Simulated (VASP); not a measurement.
Set up this calculation in VASP 6.6.1, as the native input.

```
Task                   : single point
Functional             : PBE
Potentials or basis    : VASP PAW PBE potentials, release 64 (Ta_pv, As)
Cutoff                 : 520 eV
k mesh                 : 20 × 20 × 20
Occupations            : gaussian, width 0.15 eV
Spin                   : no spin polarisation
Dipole correction      : no
Further INCAR settings : ALGO = Normal; EDIFF = 1e-07; NBANDS = 24
```

The structure of TaAs lies in POSCAR:

```
TaAs
1.0
   -1.5929326983      1.5929326983      6.3366774633
    1.5929326983     -1.5929326983      6.3366774633
    1.5929326983      1.5929326983     -6.3366774633
Ta As
2 2
Direct
    0.5001741996      0.0001741996      0.5000000000
    0.7501741996      0.7501741996      0.0000000000
    0.0824252204      0.5824252204      0.5000000000
    0.3324252204      0.3324252204      0.0000000000
```

This cell differs from its parent crystal: strain -0.080 along x and y, +0.080 along z.

The input as run:

INCAR

```
SYSTEM = TaAs
  PREC = Accurate
  ENCUT = 520
  EDIFF = 1E-7
  ISMEAR = 0
  SIGMA = 0.15
  LREAL = .FALSE.
  LASPH = .TRUE.
  NELM = 60
  ALGO = Normal
  ISIF = 2
  LWAVE = .FALSE.
  LCHARG = .FALSE.
  GGA = PE
  NBANDS = 24
```

KPOINTS

```
Automatic mesh
0
G
  20 20 20
  0 0 0
```

Potentials or basis: VASP PAW PBE potentials, release 64 (Ta_pv, As).

Run with:

```console
$ cat potpaw_PBE.64/Ta_pv/POTCAR potpaw_PBE.64/As/POTCAR > POTCAR
$ mpirun -np 1 vasp_std > vasp.out
```

Results of the run:

```json
{
  "Pressure": "27.0 GPa",
  "Largest force": "1.804 eV/Å",
  "Band gap on the k mesh": "zero (bands 16 and 17 overlap by 0.79 eV)"
}
```

Caveat: the cell differs from its parent crystal (strain -0.080 along x and y, +0.080 along z); the stress differs along the axes, from 2 to 40 GPa; spin-orbit coupling is left out, which moves the levels of the heavy elements; forces of over 1 eV/Å act on the atoms, so gaps and moduli don't describe the material at rest.

It took 26 min on 1 thread of Intel(R) Xeon(R) 6975P-C (Granite Rapids) (shared host), peak memory 1 GiB.
